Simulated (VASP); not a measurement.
# Hf (C2/c) in VASP: single point with PBEsol

Aim: the single point of Hf with PBEsol.

Everything below comes from runs of VASP 6.6.1. Logs are shortened: lines on timing, memory, paths and dates and some standing lists are left out, and cuts for length are marked.

## 1. The cell of the first run

The typed cell holds 2 atoms: a = 5.496 Å, b = 5.496 Å, c = 3.204 Å, α = 98.18°, β = 98.18°, γ = 146.57°.

## 2. Single point, PBEsol (23.16 Å³/atom)

INCAR

```
SYSTEM = Hf
PREC     = Accurate       ! precision mode
ENCUT    = 520            ! plane-wave cutoff, eV
EDIFF    = 1E-6           ! SCF threshold, eV
ISMEAR   = -1             ! smearing method
SIGMA    = 0.1            ! smearing width, eV
LREAL    = .FALSE.        ! projectors in reciprocal space
LASPH    = .TRUE.         ! aspherical terms in the spheres
NELM     = 60             ! most SCF steps
ALGO     = Normal         ! electronic algorithm
ISIF     = 2              ! what is computed and relaxed
LWAVE    = .FALSE.        ! write WAVECAR
LCHARG   = .TRUE.         ! write CHGCAR
GGA      = PS             ! functional
LELF     = .TRUE.         ! ELF
LVHAR    = .TRUE.       
NBANDS   = 17             ! bands
```

KPOINTS

```
regular mesh
0
G
  14 14 13
  0 0 0
```

POSCAR

```
Hf
1.0
   -3.7228367607      3.7212906369      1.5805503496
    3.7212906369     -3.7228367607      1.5805503496
    1.9695993777      1.9695993777     -1.5833820782
Hf
2
Direct
    0.9999140881      0.0000859119      0.0000000000
    0.7500859119      0.2499140881      0.5000000000
```

Potentials or basis: VASP PAW PBE potentials, release 64 (Hf_pv).

Command:

```
> cat potpaw_PBE.64/Hf_pv/POTCAR > POTCAR
> mpirun -np 1 vasp_std > vasp.out
```

OUTCAR:

```text
SYSTEM = Hf
   PREC = Accurate
   ENCUT = 520
   EDIFF = 1E-6
   ISMEAR = -1
   LREAL = .FALSE.
   LASPH = .TRUE.
   NELM = 60
   ISIF = 2
   GGA = PS

 ion  position               nearest neighbor table
   1  1.000  0.000  0.000-   2 3.08   2 3.08   2 3.08   2 3.08   2 3.80   2 3.80   2 3.81   2 3.81

   2  0.750  0.250  0.500-   1 3.08   1 3.08   1 3.08   1 3.08   1 3.80   1 3.80   1 3.81   1 3.81

  Warning from LATTYP: Got some problem with cell dimensions!
  Tried to take original basis but could not verify dimensions!
  LATTYP: Found a base centered monoclinic cell.
 ALAT       =     3.1611014554
 B/A-ratio  =     3.3303536992
 C/A-ratio  =     1.0120909939
 COS(beta)  =    -0.4925396391

  Lattice vectors:

 A1 = (   3.7228367607,  -3.7212906369,  -1.5805503496)
 A2 = (  -3.7212906369,   3.7228367607,  -1.5805503496)
 A3 = (   1.9680532539,   1.9680532539,   1.5777186210)

Analysis of symmetry for initial positions (statically):
=====================================================================
 Subroutine PRICEL returns:
 Original cell was already a primitive cell.

 Routine SETGRP: Setting up the symmetry group for a
 base centered monoclinic supercell.

 Subroutine GETGRP returns: Found  4 space group operations
 (whereof  2 operations were pure point group operations)
 out of a pool of  4 trial point group operations.

The static configuration has the point symmetry C_2 .
 The point group associated with its full space group is C_2h.

Analysis of symmetry for dynamics (positions and initial velocities):
=====================================================================
 Subroutine PRICEL returns:
 Original cell was already a primitive cell.

 Routine SETGRP: Setting up the symmetry group for a
 base centered monoclinic supercell.

 Subroutine GETGRP returns: Found  4 space group operations
 (whereof  2 operations were pure point group operations)
 out of a pool of  4 trial point group operations.

The dynamic configuration has the point symmetry C_2 .
 The point group associated with its full space group is C_2h.

 Subroutine INISYM returns: Found  4 space group operations
 (whereof  2 operations are pure point group operations),
 and found     1 'primitive' translations

----------------------------------------------------------------------------------------

                                     Primitive cell

  volume of cell :      46.3297

  direct lattice vectors                    reciprocal lattice vectors
    -3.722836761  3.721290637  1.580550350     0.060039752  0.194373831  0.316469942
     3.721290637 -3.722836761  1.580550350     0.194373831  0.060039752  0.316469942
     1.969599378  1.969599378 -1.583382078     0.253958588  0.253958588  0.000248427

  length of vectors
     5.495967336  5.495967336  3.204019698     0.376216935  0.376216935  0.359151766

  position of ions in fractional coordinates (direct lattice)
     0.999914088  0.000085912  0.000000000
     0.750085912  0.249914088  0.500000000

  ion indices of the primitive-cell ions
   primitive index   ion index
                 1           1
                 2           2

----------------------------------------------------------------------------------------

 KPOINTS: regular mesh

Automatic generation of k-mesh.
 Grid dimensions read from file:
 generate k-points for:   14   14   13

 Generating k-lattice:

  Cartesian coordinates                     Fractional coordinates (reciprocal lattice)
     0.004288554  0.013883845  0.022604996     0.071428571  0.000000000  0.000000000
     0.013883845  0.004288554  0.022604996     0.000000000  0.071428571  0.000000000
     0.019535276  0.019535276  0.000019110     0.000000000  0.000000000  0.076923077

  Length of vectors
     0.026872638  0.026872638  0.027627059

  Shift w.r.t. Gamma in fractional coordinates (k-lattice)
     0.000000000  0.000000000  0.000000000

 Subroutine IBZKPT returns following result:
 ===========================================

 Found    687 irreducible k-points:

 Following reciprocal coordinates:
            Coordinates               Weight
  0.000000  0.000000  0.000000      1.000000
  0.071429 -0.000000  0.000000      4.000000
  0.142857 -0.000000  0.000000      4.000000
  0.214286 -0.000000  0.000000      4.000000
  0.285714 -0.000000  0.000000      4.000000
  0.357143 -0.000000  0.000000      4.000000
[... 16 lines left out ...]
  0.214286  0.142857  0.000000      4.000000
  0.285714  0.142857  0.000000      4.000000
 [... further k-points ...]
   k-points           NKPTS =    687   k-points in BZ     NKDIM =    687   number of bands    NBANDS=     17
   number of dos      NEDOS =    301   number of ions     NIONS =      2
   total plane-waves  NPLWV =  42336
   dimension x,y,z NGX =    42 NGY =   42 NGZ =   24
   dimension x,y,z NGXF=    84 NGYF=   84 NGZF=   48
   ions per type =               2
   NGX,Y,Z   is equivalent  to a cutoff of  12.70, 12.70, 12.45 a.u.
   NGXF,Y,Z  is equivalent  to a cutoff of  25.41, 25.41, 24.91 a.u.
 SYSTEM =  Hf
   PREC   = accura    normal or accurate (medium, high low for compatibility)
   ISTART =      0    job   : 0-new  1-cont  2-samecut
   ICHARG =      2    charge: 1-file 2-atom 10-const
   ISPIN  =      1    spin polarized calculation?
   LNONCOLLINEAR =      F non collinear calculations
   LSORBIT =      F    spin-orbit coupling
   LASPH  =      T    aspherical Exc in radial PAW
   ENCUT  =  520.0 eV  38.22 Ry    6.18 a.u.  10.22 10.22  5.96*2*pi/ulx,y,z
   NELM   =     60;   NELMIN=  2; NELMDL= -5     # of ELM steps
   EDIFF  = 0.1E-05   stopping-criterion for ELM
   LREAL  =      F    real-space projection
   EDIFFG = 0.1E-04   stopping-criterion for IOM
   NSW    =      0    number of steps for IOM
   IBRION =     -1    ionic relax: 0-MD 1-quasi-New 2-CG
   NFREE  =      0    steps in history (QN), initial steepest desc. (CG)
   ISIF   =      2    stress and relaxation
   ISYM   =      2    0-nonsym 1-usesym 2-fastsym
   POTIM  = 0.5000    time-step for ionic-motion
   TEBEG  =    0.0;   TEEND  =   0.0 temperature during run
   PSTRESS=    0.0 pullay stress
   NELECT =      20.0000    total number of electrons
   NUPDOWN=      -1.0000    fix difference up-down
   EMIN   =  10.00;   EMAX   =-10.00  energy-range for DOS
   EFERMI =   0.00;   METHOD = LEGACY
   ISMEAR =    -1;   SIGMA  =   0.10  broadening in eV -4-tet -1-fermi 0-gaus
   EFERMI_NEDOS =   21; number of points for ismear=-14 and -15
   IALGO  =     38    algorithm
   IMIX   =      4    mixing-type and parameters
     AMIX     =   0.40;   BMIX     =  1.00
     AMIX_MAG =   1.60;   BMIX_MAG =  1.00
  volume/ion in A,a.u.               =      23.16       156.32
  Fermi-wavevector in a.u.,A,eV,Ry     =   1.237272  2.338105 20.828361  1.530841
  Thomas-Fermi vector in A             =   2.371846
   LORBIT       =      0    0 simple, 1 ext, 2 COOP (PROOUT), +10 PAW based schemes
   GGA     = PS    functional components
   LHFCALC =     F    Hartree Fock is set to
   AEXX    =    0.0000 exact exchange contribution
   IVDW    =     0    specifies the selected vdW correction
   LEPSILON=     F    determine dielectric tensor
   LRPA    =     F    only Hartree local field effects (RPA)
 non-spin polarized calculation
  energy-cutoff  :      520.00
  volume of cell :       46.33
 maximum number of plane-waves:      1270
 NGX is ok and might be reduce to    42
   NGX = 21   NGY = 21   NGZ = 11

 number of electron      19.9999999 magnetization

 Free energy of the ion-electron system (eV)
  ---------------------------------------------------
  ext. energy  EPLUGINS =         0.00000000
  ---------------------------------------------------
  free energy    TOTEN  =       -20.67460399 eV

  energy without entropy =      -20.55551953  energy(sigma->0) =      -20.61506176

 E-fermi :   4.2587     XC(G=0): -11.2249

 val. band max:        4.2567272937   @ k =  -0.1429   0.1429   0.2308
 cond. band min:       4.2589868326   @ k =  -0.3571   0.5000   0.2308
 fundamental gap:      0.0022595389
 Fermi energy:         4.2587409504

 k-point     1 :       0.0000    0.0000    0.0000
  band No.  band energies     occupation
      1     -26.4945      2.00000
      2     -25.8605      2.00000
      3     -25.7550      2.00000
      4     -25.7490      2.00000
      5     -25.7218      2.00000
      6     -25.6792      2.00000
[... 9 lines left out ...]
     16       8.4760      0.00000
     17       8.5347      0.00000

 k-point     2 :       0.0714   -0.0000    0.0000
  band No.  band energies     occupation
      1     -26.4825      2.00000
      2     -25.8742      2.00000
      3     -25.7808      2.00000
      4     -25.7771      2.00000
      5     -25.7317      2.00000
      6     -25.6808      2.00000
[... 9 lines left out ...]
     16       8.4271      0.00000
     17       8.8484      0.00000

 k-point     3 :       0.1429   -0.0000    0.0000
  band No.  band energies     occupation
      1     -26.4489      2.00000
      2     -25.9252      2.00000
      3     -25.8625      2.00000
      4     -25.8349      2.00000
      5     -25.7532      2.00000
      6     -25.6883      2.00000
[... 9 lines left out ...]
     16       8.1977      0.00000
     17       9.3781      0.00000

 k-point     4 :       0.2143   -0.0000    0.0000
  band No.  band energies     occupation
      1     -26.4014      2.00000
      2     -26.0324      2.00000
      3     -25.9724      2.00000
      4     -25.8841      2.00000
      5     -25.7835      2.00000
      6     -25.7029      2.00000
[... 9 lines left out ...]
     16       7.8499      0.00000
     17       9.5884      0.00000

 k-point     5 :       0.2857   -0.0000    0.0000
  band No.  band energies     occupation
      1     -26.3563      2.00000
      2     -26.1676      2.00000
      3     -26.0742      2.00000
      4     -25.9222      2.00000
      5     -25.8189      2.00000
      6     -25.7235      2.00000
[... 9 lines left out ...]
     16       8.5750      0.00000
     17       9.5549      0.00000

 k-point     6 :       0.3571   -0.0000    0.0000
  band No.  band energies     occupation
      1     -26.3462      2.00000
      2     -26.2887      2.00000
      3     -26.1291      2.00000
      4     -25.9495      2.00000
      5     -25.8546      2.00000
      6     -25.7467      2.00000
[... 9 lines left out ...]
     16       9.1909      0.00000
     17       9.7866      0.00000

 k-point     7 :       0.4286   -0.0000    0.0000
  band No.  band energies     occupation
      1     -26.3874      2.00000
      2     -26.3575      2.00000
      3     -26.1281      2.00000
      4     -25.9617      2.00000
      5     -25.8853      2.00000
      6     -25.7662      2.00000
[... 9 lines left out ...]
     16      10.0481      0.00000
     17      10.5222      0.00000

 k-point     8 :       0.5000   -0.0000    0.0000
  band No.  band energies     occupation
      1     -26.4138      2.00000
      2     -26.3764      2.00000
      3     -26.1205      2.00000
      4     -25.9621      2.00000
      5     -25.8998      2.00000
      6     -25.7741      2.00000
[... 9 lines left out ...]
     16      10.4613      0.00000
     17      10.8870      0.00000
[... 203 lines left out ...]
      1     -26.4231      2.00000
      2     -25.9319      2.00000
      3     -25.8548      2.00000
      4     -25.8391      2.00000
      5     -25.7551      2.00000
      6     -25.7120      2.00000
[... 9 lines left out ...]
     16       8.0255      0.00000
     17       9.3555      0.00000

 k-point    20 :      -0.1429    0.0714   -0.0000
  band No.  band energies     occupation
      1     -26.4638      2.00000
      2     -25.8742      2.00000
      3     -25.7879      2.00000
      4     -25.7739      2.00000
      5     -25.7295      2.00000
      6     -25.7001      2.00000
[... 9 lines left out ...]
     16       8.3235      0.00000
     17       8.9018      0.00000

 k-point    21 :      -0.0714    0.0714    0.0000
  band No.  band energies     occupation
      1     -26.4848      2.00000
      2     -25.8601      2.00000
      3     -25.7591      2.00000
      4     -25.7477      2.00000
      5     -25.7193      2.00000
      6     -25.6901      2.00000
[... 9 lines left out ...]
     16       8.4308      0.00000
     17       8.5886      0.00000

 k-point    22 :       0.1429    0.1429    0.0000
  band No.  band energies     occupation
      1     -26.3800      2.00000
      2     -26.1294      2.00000
      3     -26.1151      2.00000
      4     -25.9251      2.00000
      5     -25.8105      2.00000
      6     -25.7006      2.00000
[... 9 lines left out ...]
     16       8.6525      0.00000
     17       9.5654      0.00000

 k-point    23 :       0.2143    0.1429    0.0000
  band No.  band energies     occupation
      1     -26.3748      2.00000
      2     -26.2380      2.00000
      3     -26.1813      2.00000
      4     -25.9585      2.00000
      5     -25.8374      2.00000
      6     -25.7230      2.00000
[... 9 lines left out ...]
     16       9.3419      0.00000
     17       9.7709      0.00000

 k-point    24 :       0.2857    0.1429    0.0000
  band No.  band energies     occupation
      1     -26.4144      2.00000
      2     -26.3138      2.00000
      3     -26.1667      2.00000
      4     -25.9795      2.00000
      5     -25.8583      2.00000
      6     -25.7523      2.00000
[... 9 lines left out ...]
     16      10.0352      0.00000
     17      10.5182      0.00000

 [... further k-points ...]
[... 5 lines left out ...]
  --------------------------------------------------------------------------------------
  -------------------------------------------------------------------------------------
  Total       -2.1566660     -2.1566660     -2.1115683     -0.0304195      0.0097469      0.0097468
  in kB      -74.5820382    -74.5820382    -73.0224645     -1.0519713      0.3370674      0.3370662
  external PRESSURE =     -74.0621803 kB  Pullay stress =       0.0000000 kB

 VOLUME and BASIS-vectors are now :
 -----------------------------------------------------------------------------
  energy-cutoff  :      520.00
  volume of cell :       46.33
      direct lattice vectors                 reciprocal lattice vectors
    -3.722836761  3.721290637  1.580550350     0.060039752  0.194373831  0.316469942
     3.721290637 -3.722836761  1.580550350     0.194373831  0.060039752  0.316469942
     1.969599378  1.969599378 -1.583382078     0.253958588  0.253958588  0.000248427

 POSITION                                       TOTAL-FORCE (eV/Angst)
 -----------------------------------------------------------------------------------
     -3.72220      3.72065      1.58055        -0.000678      0.000678      0.000000
     -0.87764      2.84570      0.78886         0.000678     -0.000678     -0.000000
 -----------------------------------------------------------------------------------
    total drift:                                0.000000      0.000000     -0.000000

  FREE ENERGIE OF THE ION-ELECTRON SYSTEM (eV)
  ---------------------------------------------------
  free  energy   TOTEN  =       -20.6746039948 eV

  energy  without entropy=      -20.5555195272  energy(sigma->0) =      -20.61506176
```

Run time: 11 min. Hardware: 1 thread of Oxide Virtual Turin-like, shared host; peak memory 0.52 GiB.

Results:

| Property | Result |
| --- | --- |
| Free energy | -20.6746 eV |
| Pressure | -7.4 GPa |
| Band gap on the k mesh | zero (bands 10 and 11 overlap by 1.60 eV) |

Stress tensor (GPa, compression positive):
```
-7.46 -0.11  0.03
-0.11 -7.46  0.03
 0.03  0.03 -7.30
```

Caveat: the cell stands under tension; the PAW data sets were made with another functional, which shifts forces and pressure a little; spin-orbit coupling is left out, which moves the levels of the heavy elements.
